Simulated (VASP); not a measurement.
# Rb (Fm-3m) in VASP: settings compared

The runs below take Rb through single point, with PBEsol+D3(BJ), PBE.

Everything below comes from runs of VASP 6.6.1. Logs are shortened: lines on timing, memory, paths and dates and some standing lists are left out, and cuts for length are marked.

### 1 The cell of the first run

It takes space group Fm-3m (No. 225, cubic). The conventional cell has a = 7.280 Å, b = 7.280 Å, c = 7.280 Å, α = 90.00°, β = 90.00°, γ = 90.00°.

### 2 Single point, PBEsol+D3(BJ), collinear spin, zero start

The input, INCAR:

```
SYSTEM = Rb
PREC = Accurate
ENCUT = 520
EDIFF = 1E-6
ISMEAR = 0
SIGMA = 0.1
LREAL = .False.
LASPH = .True.
NELM = 150
ALGO = Normal
ISIF = 2
LWAVE = .False.
LCHARG = .False.
ISPIN = 2
MAGMOM = 0
LORBIT = 11
GGA = PS
IVDW = 12
NBANDS = 14
```

The input, KPOINTS:

```
regular mesh
0
Gamma
  2 2 2
  0 0 0
```

The input, POSCAR:

```
Rb
1.0
    0.0000000000      3.6398846700      3.6398846700
    3.6398846700      0.0000000000      3.6398846700
    3.6398846700      3.6398846700      0.0000000000
Rb
1
Direct
    0.3950000000      0.5030000000      0.1420000000
```

Potentials or basis: VASP PAW PBE potentials, release 64 (Rb_sv).

On the command line:

```
$ cat potpaw_PBE.64/Rb_sv/POTCAR > POTCAR
$ mpirun -np 1 vasp_std > vasp.out
```

OUTCAR:

```text
SYSTEM = Rb
   PREC = Accurate
   ENCUT = 520
   EDIFF = 1E-6
   ISMEAR = 0
   LREAL = .False.
   LASPH = .True.
   NELM = 150
   ISIF = 2
   ISPIN = 2
   LORBIT = 11
   GGA = PS
   IVDW = 12
 IVDW          = 12

 ion  position               nearest neighbor table
   1  0.395  0.503  0.142-

  LATTYP: Found a face centered cubic cell.
 ALAT       =     7.2797693400

  Lattice vectors:

 A1 = (   0.0000000000,   3.6398846700,   3.6398846700)
 A2 = (   3.6398846700,   0.0000000000,   3.6398846700)
 A3 = (   3.6398846700,   3.6398846700,   0.0000000000)

Analysis of symmetry for initial positions (statically):
=====================================================================
 Subroutine PRICEL returns:
 Original cell was already a primitive cell.

 Routine SETGRP: Setting up the symmetry group for a
 face centered cubic supercell.

 Subroutine GETGRP returns: Found 48 space group operations
 (whereof  1 operations were pure point group operations)
 out of a pool of 48 trial point group operations.

The static configuration has the point symmetry C_1 .
 The point group associated with its full space group is O_h .

Analysis of symmetry for dynamics (positions and initial velocities):
=====================================================================
 Subroutine PRICEL returns:
 Original cell was already a primitive cell.

 Routine SETGRP: Setting up the symmetry group for a
 face centered cubic supercell.

 Subroutine GETGRP returns: Found 48 space group operations
 (whereof  1 operations were pure point group operations)
 out of a pool of 48 trial point group operations.

The dynamic configuration has the point symmetry C_1 .
 The point group associated with its full space group is O_h .

Analysis of structural, dynamic, and magnetic symmetry:
=====================================================================
 Subroutine PRICEL returns:
 Original cell was already a primitive cell.

 Routine SETGRP: Setting up the symmetry group for a
 face centered cubic supercell.

 Subroutine GETGRP returns: Found 48 space group operations
 (whereof  1 operations were pure point group operations)
 out of a pool of 48 trial point group operations.

The overall configuration has the point symmetry C_1 .
 The point group associated with its full space group is O_h .

 Subroutine INISYM returns: Found 48 space group operations
 (whereof  1 operations are pure point group operations),
 and found     1 'primitive' translations

----------------------------------------------------------------------------------------

                                     Primitive cell

  volume of cell :      96.4479

  direct lattice vectors                    reciprocal lattice vectors
     0.000000000  3.639884670  3.639884670    -0.137366990  0.137366990  0.137366990
     3.639884670  0.000000000  3.639884670     0.137366990 -0.137366990  0.137366990
     3.639884670  3.639884670  0.000000000     0.137366990  0.137366990 -0.137366990

  length of vectors
     5.147574266  5.147574266  5.147574266     0.237926605  0.237926605  0.237926605

  position of ions in fractional coordinates (direct lattice)
     0.395000000  0.503000000  0.142000000

  ion indices of the primitive-cell ions
   primitive index   ion index
                 1           1

----------------------------------------------------------------------------------------

 KPOINTS: regular mesh

Automatic generation of k-mesh.
 Grid dimensions read from file:
 generate k-points for:    2    2    2

 Generating k-lattice:

  Cartesian coordinates                     Fractional coordinates (reciprocal lattice)
    -0.068683495  0.068683495  0.068683495     0.500000000  0.000000000  0.000000000
     0.068683495 -0.068683495  0.068683495     0.000000000  0.500000000  0.000000000
     0.068683495  0.068683495 -0.068683495     0.000000000  0.000000000  0.500000000

  Length of vectors
     0.118963303  0.118963303  0.118963303

  Shift w.r.t. Gamma in fractional coordinates (k-lattice)
     0.000000000  0.000000000  0.000000000

 Subroutine IBZKPT returns following result:
 ===========================================

 Found      3 irreducible k-points:

 Following reciprocal coordinates:
            Coordinates               Weight
  0.000000  0.000000  0.000000      1.000000
  0.500000  0.000000  0.000000      4.000000
  0.500000  0.500000  0.000000      3.000000
   k-points           NKPTS =      3   k-points in BZ     NKDIM =      3   number of bands    NBANDS=     14
   number of dos      NEDOS =    301   number of ions     NIONS =      1
   total plane-waves  NPLWV =  64000
   dimension x,y,z NGX =    40 NGY =   40 NGZ =   40
   dimension x,y,z NGXF=    80 NGYF=   80 NGZF=   80
   ions per type =               1
   NGX,Y,Z   is equivalent  to a cutoff of  12.92, 12.92, 12.92 a.u.
   NGXF,Y,Z  is equivalent  to a cutoff of  25.84, 25.84, 25.84 a.u.
 SYSTEM =  Rb
   PREC   = accura    normal or accurate (medium, high low for compatibility)
   ISTART =      0    job   : 0-new  1-cont  2-samecut
   ICHARG =      2    charge: 1-file 2-atom 10-const
   ISPIN  =      2    spin polarized calculation?
   LNONCOLLINEAR =      F non collinear calculations
   LSORBIT =      F    spin-orbit coupling
   LASPH  =      T    aspherical Exc in radial PAW
   ENCUT  =  520.0 eV  38.22 Ry    6.18 a.u.   9.57  9.57  9.57*2*pi/ulx,y,z
   NELM   =    150;   NELMIN=  2; NELMDL= -5     # of ELM steps
   EDIFF  = 0.1E-05   stopping-criterion for ELM
   LREAL  =      F    real-space projection
   EDIFFG = 0.1E-04   stopping-criterion for IOM
   NSW    =      0    number of steps for IOM
   IBRION =     -1    ionic relax: 0-MD 1-quasi-New 2-CG
   NFREE  =      0    steps in history (QN), initial steepest desc. (CG)
   ISIF   =      2    stress and relaxation
   ISYM   =      2    0-nonsym 1-usesym 2-fastsym
   POTIM  = 0.5000    time-step for ionic-motion
   TEBEG  =    0.0;   TEEND  =   0.0 temperature during run
   PSTRESS=    0.0 pullay stress
   NELECT =       9.0000    total number of electrons
   NUPDOWN=      -1.0000    fix difference up-down
   EMIN   =  10.00;   EMAX   =-10.00  energy-range for DOS
   EFERMI =   0.00;   METHOD = LEGACY
   ISMEAR =     0;   SIGMA  =   0.10  broadening in eV -4-tet -1-fermi 0-gaus
   EFERMI_NEDOS =   21; number of points for ismear=-14 and -15
   IALGO  =     38    algorithm
   IMIX   =      4    mixing-type and parameters
     AMIX     =   0.40;   BMIX     =  1.00
     AMIX_MAG =   1.60;   BMIX_MAG =  1.00
  volume/ion in A,a.u.               =      96.45       650.86
  Fermi-wavevector in a.u.,A,eV,Ry     =   0.742548  1.403213  7.501953  0.551378
  Thomas-Fermi vector in A             =   1.837453
   LORBIT       =     11    0 simple, 1 ext, 2 COOP (PROOUT), +10 PAW based schemes
   GGA     = PS    functional components
   LHFCALC =     F    Hartree Fock is set to
   AEXX    =    0.0000 exact exchange contribution
   IVDW    =    12    specifies the selected vdW correction
   LEPSILON=     F    determine dielectric tensor
   LRPA    =     F    only Hartree local field effects (RPA)
 spin polarized calculation
 Gauss-broadening in eV      SIGMA  =   0.10
  energy-cutoff  :      520.00
  volume of cell :       96.45
 maximum number of plane-waves:      2637
 NGX is ok and might be reduce to    40
   NGX = 19   NGY = 19   NGZ = 19

 number of electron       9.0000000 magnetization       0.0000424

 number of electron       9.0000000 magnetization      -0.0000142

 Free energy of the ion-electron system (eV)
  ---------------------------------------------------
  ext. energy  EPLUGINS =         0.00000000
  ---------------------------------------------------
  free energy    TOTEN  =        -0.70694665 eV

  energy without entropy =       -0.68447645  energy(sigma->0) =       -0.69571155

 E-fermi :   0.0282     XC(G=0):  -5.3222

 val. band max:       -0.0194293416   @ k =   0.5000   0.0000   0.0000
 cond. band min:       0.5333301830   @ k =   0.5000   0.0000   0.0000
 fundamental gap:      0.5527595246
 Fermi energy:         0.0282457867

 spin component 1

 k-point     1 :       0.0000    0.0000    0.0000
  band No.  band energies     occupation
      1     -28.9655      1.00000
      2     -13.0196      1.00000
      3     -13.0196      1.00000
      4     -13.0196      1.00000
      5      -2.0258      1.00000
      6       3.3927      0.00000
      7       3.3927      0.00000
      8       3.3927      0.00000
      9       4.7098      0.00000
     10       4.7098      0.00000
     11       5.7175      0.00000
     12       7.0604      0.00000
     13       7.0604      0.00000
     14       7.0604      0.00000

 k-point     2 :       0.5000    0.0000    0.0000
  band No.  band energies     occupation
      1     -28.9626      1.00000
      2     -13.0981      1.00000
      3     -13.0306      1.00000
      4     -13.0306      1.00000
      5      -0.0194      0.74992
      6       0.5333      0.00000
      7       3.2204      0.00000
      8       3.2204      0.00000
      9       5.2123      0.00000
     10       5.5023      0.00000
     11       5.6088      0.00000
     12       5.6088      0.00000
     13       6.5695      0.00000
     14       6.5695      0.00000

 k-point     3 :       0.5000    0.5000    0.0000
  band No.  band energies     occupation
      1     -28.9617      1.00000
      2     -13.0937      1.00000
      3     -13.0485      1.00000
      4     -13.0485      1.00000
      5       0.5856      0.00000
      6       1.1727      0.00000
      7       1.6706      0.00000
      8       4.1648      0.00000
      9       4.1648      0.00000
     10       4.5145      0.00000
     11       5.6419      0.00000
     12       5.8808      0.00000
     13       5.8808      0.00000
     14       8.6979      0.00000
 Fermi energy:         0.0282457867

 spin component 2

 k-point     1 :       0.0000    0.0000    0.0000
  band No.  band energies     occupation
      1     -28.9655      1.00000
      2     -13.0196      1.00000
      3     -13.0196      1.00000
      4     -13.0196      1.00000
      5      -2.0259      1.00000
      6       3.3927      0.00000
      7       3.3927      0.00000
      8       3.3927      0.00000
      9       4.7098      0.00000
     10       4.7098      0.00000
     11       5.7175      0.00000
     12       7.0604      0.00000
     13       7.0604      0.00000
     14       7.0604      0.00000

 k-point     2 :       0.5000    0.0000    0.0000
  band No.  band energies     occupation
      1     -28.9627      1.00000
      2     -13.0981      1.00000
      3     -13.0306      1.00000
      4     -13.0306      1.00000
      5      -0.0195      0.75008
      6       0.5333      0.00000
      7       3.2204      0.00000
      8       3.2204      0.00000
      9       5.2123      0.00000
     10       5.5023      0.00000
     11       5.6088      0.00000
     12       5.6088      0.00000
     13       6.5694      0.00000
     14       6.5694      0.00000

 k-point     3 :       0.5000    0.5000    0.0000
  band No.  band energies     occupation
      1     -28.9617      1.00000
      2     -13.0937      1.00000
      3     -13.0485      1.00000
      4     -13.0485      1.00000
      5       0.5856      0.00000
      6       1.1726      0.00000
      7       1.6705      0.00000
      8       4.1647      0.00000
      9       4.1647      0.00000
     10       4.5144      0.00000
     11       5.6419      0.00000
     12       5.8808      0.00000
     13       5.8808      0.00000
     14       8.6980      0.00000

------------------------ aborting loop because EDIFF is reached ----------------------------------------

 Edisp (eV)   -0.11409

 E8    (eV) :    -0.0889

  FORCE on cell =-STRESS in cart. coord.  units (eV):
  Direction    XX          YY          ZZ          XY          YZ          ZX
  --------------------------------------------------------------------------------------
  -------------------------------------------------------------------------------------
  Total      -0.28163    -0.28163    -0.28163     0.00000     0.00000    -0.00000
  in kB      -4.67837    -4.67837    -4.67837     0.00000     0.00000    -0.00000
  external pressure =       -4.68 kB  Pullay stress =        0.00 kB

 VOLUME and BASIS-vectors are now :
 -----------------------------------------------------------------------------
  energy-cutoff  :      520.00
  volume of cell :       96.45
      direct lattice vectors                 reciprocal lattice vectors
     0.000000000  3.639884670  3.639884670    -0.137366990  0.137366990  0.137366990
     3.639884670  0.000000000  3.639884670     0.137366990 -0.137366990  0.137366990
     3.639884670  3.639884670  0.000000000     0.137366990  0.137366990 -0.137366990

 POSITION                                       TOTAL-FORCE (eV/Angst)
 -----------------------------------------------------------------------------------
      2.34773      1.95462      3.26862         0.000000      0.000000      0.000000
 -----------------------------------------------------------------------------------
    total drift:                               -0.000001     -0.000000     -0.000000

  FREE ENERGIE OF THE ION-ELECTRON SYSTEM (eV)
  ---------------------------------------------------
  free  energy   TOTEN  =        -0.8210404339 eV

  energy  without entropy=       -0.7985702377  energy(sigma->0) =       -0.80980534

 total charge

# of ion       s       p       d       tot
------------------------------------------
    1        1.968   5.303   0.021   7.293

 magnetization (x)

# of ion       s       p       d       tot
------------------------------------------
    1       -0.000   0.000  -0.000   0.000
```

Wall time 28 s (1 thread of Intel Xeon 8259CL, shared host); peak memory 0.27 GiB.

What came out:

| Item | Value |
| --- | --- |
| Free energy | -0.8210 eV |
| Pressure | -0.5 GPa |
| Net moment | 0.00 μB per cell |
| Valence electrons inside the program's atomic spheres | Rb 7.29 |
| Dispersion energy per atom | -0.114 eV |

Levels at points of the mesh, in eV from the Fermi level:
Spin up:
```csv
k point,band 2,band 3,band 4,band 5,band 6,band 7,band 8,band 9
"(0.00, 0.00, 0.00)",-13.05,-13.05,-13.05,-2.05,3.36,3.36,3.36,4.68
"(0.50, 0.00, 0.00)",-13.13,-13.06,-13.06,-0.05,0.51,3.19,3.19,5.18
"(0.50, 0.50, 0.00)",-13.12,-13.08,-13.08,0.56,1.14,1.64,4.14,4.14
```
Spin down:
```
           k point  band 1  band 2  band 3  band 4  band 5  band 6  band 7  band 8  band 9  band 10
(0.00, 0.00, 0.00)  -28.99  -13.05  -13.05  -13.05   -2.05    3.36    3.36    3.36    4.68     4.68
(0.50, 0.00, 0.00)  -28.99  -13.13  -13.06  -13.06   -0.05    0.51    3.19    3.19    5.18     5.47
(0.50, 0.50, 0.00)  -28.99  -13.12  -13.08  -13.08    0.56    1.14    1.64    4.14    4.14     4.49
```

Caveat: the k points lie up to 0.75 Å⁻¹ apart; three body term missing; the PAW data sets were made with another functional, which shifts forces and pressure a little; pairwise dispersion overbinds metals, which lowers pressure and volume.

### 3 Single point, PBE

The input, INCAR:

```
PREC = Accurate ; ENCUT = 520
EDIFF = 1E-6 ; ISMEAR = -1
SIGMA = 0.13605693122994 ; LREAL = F
LASPH = T ; NELM = 80
ALGO = Fast ; ISIF = 2
LWAVE = F ; LCHARG = F
GGA = PE ; NBANDS = 10
```

The input, KPOINTS:

```
regular mesh
0
Gamma
  4 4 4
```

Edit POSCAR of step 2 so:

```diff
@@ -8,2 +8,2 @@
 Direct
-    0.3950000000      0.5030000000      0.1420000000
+    0.6420000000      0.9570000000      0.3060000000
```

Potentials or basis: VASP PAW PBE potentials, release 64 (Rb_sv).

On the command line:

```
$ cat potpaw_PBE.64/Rb_sv/POTCAR > POTCAR
$ mpirun -np 1 vasp_std > vasp.out
```

Wall time 16 s (1 thread of Intel Xeon 8259CL, shared host); peak memory 0.22 GiB.

The run converged. Its results:

* Free energy: -0.9337 eV
* Pressure: -0.1 GPa

Levels at points of the mesh, in eV from the Fermi level:
| k point | band 1 | band 2 | band 3 | band 4 | band 5 | band 6 | band 7 | band 8 |
| --- | --- | --- | --- | --- | --- | --- | --- | --- |
| (0.00, 0.00, 0.00) | -28.96 | -13.01 | -13.01 | -13.01 | -1.93 | 3.51 | 3.51 | 3.51 |
| (0.50, 0.00, 0.00) | -28.95 | -13.08 | -13.02 | -13.02 | 0.11 | 0.59 | 3.31 | 3.31 |
| (0.50, 0.50, 0.00) | -28.95 | -13.08 | -13.03 | -13.03 | 0.62 | 1.30 | 1.81 | 4.27 |

Caveat: the k points lie up to 0.37 Å⁻¹ apart.

### 4 Single point, PBE

The input, INCAR:

```
PREC = Accurate ; ENCUT = 500
EDIFF = 1E-6 ; ISMEAR = 0
SIGMA = 0.1 ; LREAL = F
LASPH = T ; NELM = 120
ALGO = Normal ; ISIF = 2
LWAVE = F ; LCHARG = T
GGA = PE ; LELF = T
LVHAR = T ; NBANDS = 10
GGA_COMPAT = F
```

The input, KPOINTS:

```
Automatic mesh
0
Gamma
  2 2 2
```

Edit POSCAR of step 3 so:

```diff
@@ -8,2 +8,2 @@
 Direct
-    0.6420000000      0.9570000000      0.3060000000
+   -0.0068683495      0.0068683495      0.0068683495
```

On the command line:

```
$ cat potpaw_PBE.64/Rb_sv/POTCAR > POTCAR
$ mpirun -np 1 vasp_std > vasp.out
```

Wall time 8.6 s (1 thread of Intel Xeon 8259CL, shared host); peak memory 0.22 GiB.

The run converged. Its results:

```
Free energy : -0.6297 eV
Pressure    : -0.2 GPa
```

Levels at points of the mesh, in eV from the Fermi level:
```csv
k point,band 3,band 4,band 5,band 6,band 7,band 8
"(0.00, 0.00, 0.00)",-13.09,-13.09,-2.03,3.36,3.36,3.36
"(0.50, 0.00, 0.00)",-13.10,-13.10,-0.05,0.54,3.19,3.19
"(0.50, 0.50, 0.00)",-13.11,-13.11,0.60,1.14,1.63,4.15
```

Caveat: the k points lie up to 0.75 Å⁻¹ apart.

### 5 Overview

```tsv
level	spin	k mesh	cutoff (eV)	smearing	gap on the mesh (eV)	pressure (GPa)
PBEsol+D3(BJ)	collinear, zero start	2 × 2 × 2	520	gaussian 0.1 eV	none	-0.5
PBE	off	4 × 4 × 4	520	fermi-dirac 0.136057 eV	none	-0.1
PBE	off	2 × 2 × 2	500	gaussian 0.1 eV	none	-0.2
```

Alike in all rows: task single point; potentials or basis VASP PAW PBE potentials, release 64 (Rb_sv); cell as given.

Caveats: all runs use coarse meshes; three body term missing (some runs); the PAW data sets were made with another functional, which shifts forces and pressure a little (some runs); pairwise dispersion overbinds metals, which lowers pressure and volume (some runs).

Total energies depend on the potentials used, so only differences within one code and one set of settings carry meaning.
